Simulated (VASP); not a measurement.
# InSe (P-6m2) in VASP: settings compared, part 2 of 2

VASP 6.6.1. Earlier steps stand in the parts before.

### 4 Single point, LDA

This run uses another cell than the first one, of 32.01 Å³/atom, 1.010 times its volume.

INCAR

```
SYSTEM = InSe
  ALGO = Normal
  EDIFF = 1E-6
  ENCUT = 520
  GGA = CA
  ISIF = 2
  ISMEAR = -1
  LASPH = .True.
  LCHARG = .False.
  LREAL = .False.
  LWAVE = .False.
  NBANDS = 48
  NELM = 100
  PREC = Accurate
  SIGMA = 0.05
```

KPOINTS

```
k-points
0
Gamma
  8 8 2
  0 0 0
```

POSCAR

```
InSe
1.0
    4.0473293151      0.0000000000      0.0000000000
   -2.0236646576      3.5050900044      0.0000000000
    0.0000000000      0.0000000000     18.0520649100
In Se
4 4
Direct
    0.3333333333      0.6666666667      0.0773904900
    0.3333333333      0.6666666667      0.9226095100
    0.0000000000      0.0000000000      0.4226063200
    0.0000000000      0.0000000000      0.5773936800
    0.3333333333      0.6666666667      0.3529842800
    0.3333333333      0.6666666667      0.6470157200
    0.6666666667      0.3333333333      0.1469999300
    0.6666666667      0.3333333333      0.8530000700
```

Potentials or basis: VASP PAW LDA potentials, release 64 (In_d, Se).

Command:

```console
cat potpaw_LDA.64/In_d/POTCAR potpaw_LDA.64/Se/POTCAR > POTCAR
mpirun -np 1 vasp_std > vasp.out
```

OUTCAR:

```text
SYSTEM = InSe
   EDIFF = 1E-6
   ENCUT = 520
   GGA = CA
   ISIF = 2
   ISMEAR = -1
   LASPH = .True.
   LREAL = .False.
   NELM = 100
   PREC = Accurate

 ion  position               nearest neighbor table
   1  0.333  0.667  0.077-   7 2.65   7 2.65   7 2.65   2 2.79
   2  0.333  0.667  0.923-   8 2.65   8 2.65   8 2.65   1 2.79
   3  0.000  0.000  0.423-   5 2.65   5 2.65   5 2.65   4 2.79
   4  0.000  0.000  0.577-   6 2.65   6 2.65   6 2.65   3 2.79
   5  0.333  0.667  0.353-   3 2.65   3 2.65   3 2.65
   6  0.333  0.667  0.647-   4 2.65   4 2.65   4 2.65
   7  0.667  0.333  0.147-   1 2.65   1 2.65   1 2.65
   8  0.667  0.333  0.853-   2 2.65   2 2.65   2 2.65

  LATTYP: Found a hexagonal cell.
 ALAT       =     4.0473293151
 C/A-ratio  =     4.4602411874

  Lattice vectors:

 A1 = (   4.0473293151,   0.0000000000,   0.0000000000)
 A2 = (  -2.0236646576,   3.5050900044,   0.0000000000)
 A3 = (   0.0000000000,   0.0000000000,  18.0520649100)

Analysis of symmetry for initial positions (statically):
[... 183 lines left out ...]
 fundamental gap:      0.5119984911
 Fermi energy:         3.1420210147

 k-point     1 :       0.0000    0.0000    0.0000
  band No.  band energies     occupation
      1     -11.6287      2.00000
      2     -11.6262      2.00000
      3     -11.4370      2.00000
      4     -11.4370      2.00000
      5     -11.4346      2.00000
      6     -11.4346      2.00000
[... 1009 lines left out ...]
     47       8.2238      0.00000
     48       8.2421      0.00000

------------------------ aborting loop because EDIFF is reached ----------------------------------------

  FORCE on cell =-STRESS in cart. coord.  units (eV):
  Direction    XX          YY          ZZ          XY          YZ          ZX
  --------------------------------------------------------------------------------------
  -------------------------------------------------------------------------------------
  Total       -3.6109807     -3.6109807     -3.2458993      0.0000000     -0.0000000     -0.0000000
  in kB      -22.5912963    -22.5912963    -20.3072453      0.0000000     -0.0000000     -0.0000000
  external PRESSURE =     -21.8299460 kB  Pullay stress =       0.0000000 kB

 VOLUME and BASIS-vectors are now :
 -----------------------------------------------------------------------------
  energy-cutoff  :      520.00
  volume of cell :      256.09
      direct lattice vectors                 reciprocal lattice vectors
     4.047329315  0.000000000  0.000000000     0.247076510  0.142649689  0.000000000
    -2.023664658  3.505090004  0.000000000     0.000000000  0.285299379  0.000000000
     0.000000000  0.000000000 18.052064910     0.000000000  0.000000000  0.055395325

 POSITION                                       TOTAL-FORCE (eV/Angst)
 -----------------------------------------------------------------------------------
     -0.00000      2.33673      1.39706         0.000000     -0.000000     -0.027476
     -0.00000      2.33673     16.65501         0.000000     -0.000000      0.027476
      0.00000      0.00000      7.62892        -0.000000     -0.000000      0.027595
      0.00000      0.00000     10.42315        -0.000000     -0.000000     -0.027595
     -0.00000      2.33673      6.37210         0.000000      0.000000      0.126032
     -0.00000      2.33673     11.67997         0.000000      0.000000     -0.126032
      2.02366      1.16836      2.65365        -0.000000      0.000000     -0.126156
      2.02366      1.16836     15.39841        -0.000000      0.000000      0.126156
 -----------------------------------------------------------------------------------
    total drift:                               -0.000001      0.000000     -0.000000

  FREE ENERGIE OF THE ION-ELECTRON SYSTEM (eV)
  ---------------------------------------------------
  free  energy   TOTEN  =       -33.1259649404 eV

  energy  without entropy=      -33.1258609729  energy(sigma->0) =      -33.12591296
```

Run time: 12 min. Hardware: 1 thread of Intel Xeon 8259CL, shared host; peak memory 0.39 GiB.

Results:

* Free energy: -33.1260 eV
* Pressure: -2.2 GPa
* Largest force: 0.126 eV/Å
* Band gap on the k mesh: 0.51 eV, direct

Forces on the atoms (eV/Å):
```
In   0.000  0.000 -0.027
In   0.000  0.000  0.027
In   0.000  0.000  0.028
In   0.000  0.000 -0.028
Se   0.000  0.000  0.126
Se   0.000  0.000 -0.126
Se   0.000  0.000 -0.126
Se   0.000  0.000  0.126
```

Levels at points of the mesh, in eV from the valence-band top:
| k point | band 36 | band 37 | band 38 | band 39 | band 40 | band 41 |
| --- | --- | --- | --- | --- | --- | --- |
| (0.00, 0.00, 0.00) | -0.95 | -0.95 | 0.00 | 0.51 | 1.36 | 2.06 |
| (0.50, 0.00, 0.00) | -1.87 | -1.48 | -1.35 | 1.57 | 1.61 | 1.80 |
| (0.00, 0.00, 0.50) | -0.96 | -0.61 | -0.60 | 1.04 | 1.05 | 2.08 |
| (0.50, 0.00, 0.50) | -1.91 | -1.41 | -1.36 | 1.49 | 1.57 | 1.82 |

Caveat: spin-orbit coupling is left out, which moves the levels of the heavy elements.

### 5 Summary

| level | potentials or basis | cell | k mesh | gap on the mesh (eV) | pressure (GPa) | largest force (eV/Å) |
| --- | --- | --- | --- | --- | --- | --- |
| PBE | VASP PAW PBE potentials, release 64 (In_d, Se) | a = 4.047, b = 4.047, c = 17.872 Å, angles 90.0, 90.0, 120.0°, 8 atoms | 6 × 6 × 2 | 0.68 | 1.9 | 0.34 |
| PBEsol | VASP PAW PBE potentials, release 64 (In_d, Se) | a = 4.047, b = 4.047, c = 18.052 Å, angles 90.0, 90.0, 120.0°, 8 atoms | 8 × 8 × 2 | 0.63 | -0.7 | 0.08 |
| LDA | VASP PAW LDA potentials, release 64 (In_d, Se) | a = 4.047, b = 4.047, c = 18.052 Å, angles 90.0, 90.0, 120.0°, 8 atoms | 8 × 8 × 2 | 0.51 | -2.2 | 0.13 |

Alike in all rows: task single point; no spin polarisation; cutoff (eV) 520; smearing fermi-dirac 0.05 eV.

Caveats: spin-orbit coupling is left out, which moves the levels of the heavy elements; this functional lacks dispersion, which binds the layers, so the pressure and a relaxed spacing across them are unreliable (some runs); the PAW data sets were made with another functional, which shifts forces and pressure a little (some runs).

Absolute energies hang on the potentials; compare differences alone.
